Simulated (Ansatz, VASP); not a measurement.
**ZrB2: VASP beside Ansatz**

File INCAR:

```
SYSTEM = ZrB2
PREC = Accurate
ENCUT = 520
EDIFF = 1E-6
ISMEAR = -1
SIGMA = 0.05
LREAL = .FALSE.
LASPH = .TRUE.
NELM = 80
ALGO = Normal
ISIF = 2
LWAVE = .FALSE.
LCHARG = .FALSE.
GGA = PE
NBANDS = 16
```

The input KPOINTS:

```
regular mesh
0
G
  8 8 7
  0 0 0
```

Contents of POSCAR:

```
ZrB2
1.0
    3.1700000000      0.0000000000      0.0000000000
   -1.5850000000      2.7453005300      0.0000000000
    0.0000000000      0.0000000000      3.3916800000
Zr B
1 2
Direct
    0.0000000000      0.0000000000      0.0000000000
    0.6666666667      0.3333333333      0.5000000000
    0.3333333333      0.6666666667      0.5000000000
```

input.yaml

```yaml
crystal:
  lattice:
    - [3.17, 0.0, 0.0]
    - [-1.585, 2.74530053, 0.0]
    - [0.0, 0.0, 3.39168]
  atoms:
    - { symbol: Zr, position: [0.0, 0.0, 0.0] }
    - { symbol: B, position: [0.6666666667, 0.3333333333, 0.5] }
    - { symbol: B, position: [0.3333333333, 0.6666666667, 0.5] }
hamiltonian:
  xc: pbe
  pseudopotentials: { kind: paw }
kpoints:
  mp_grid: { grid: [8, 8, 7] }
  band_path:
    path:
      - [[0.0, 0.0, 0.0], [0.5, 0.0, 0.0], [0.3333333333, 0.3333333333, 0.0], [0.0, 0.0, 0.0], [0.0, 0.0, 0.5], [0.5, 0.0, 0.5], [0.3333333333, 0.3333333333, 0.5], [0.0, 0.0, 0.5]]
      - [[0.5, 0.0, 0.5], [0.5, 0.0, 0.0]]
      - [[0.3333333333, 0.3333333333, 0.0], [0.3333333333, 0.3333333333, 0.5]]
    npoints: 14
scf:
  occupations: { method: fermi_dirac, width: 0.05 }
  n_extra_bands: 7
output:
  forces: true
  stress: true
  eigenvalues: true
  fatbands: true
```

Alike in both runs: functional PBE; k mesh 8 × 8 × 7; occupations fermi-dirac, width 0.05 eV; no spin polarisation.

|  | VASP | Ansatz |
| --- | --- | --- |
| version | VASP 6.6.1 | Ansatz 0.2.0 |
| potentials or method | VASP PAW PBE potentials, release 64 (Zr_sv, B) | Ansatz PAW |
| plane-wave cutoff (eV) | 520 | 420 |
| valence electrons in the cell | 18 | 18 |
| task | single point | band structure |

```csv
,VASP,Ansatz,Ansatz less VASP
gap on the k mesh at the Fermi level (eV),none,none,-
pressure (GPa),11.3,11.1,-0.18
"traceless stress, the component that is largest in VASP (GPa)",8.71,8.66,-0.049
```

A gap of «none» marks a metal or a gap that the smearing closes.
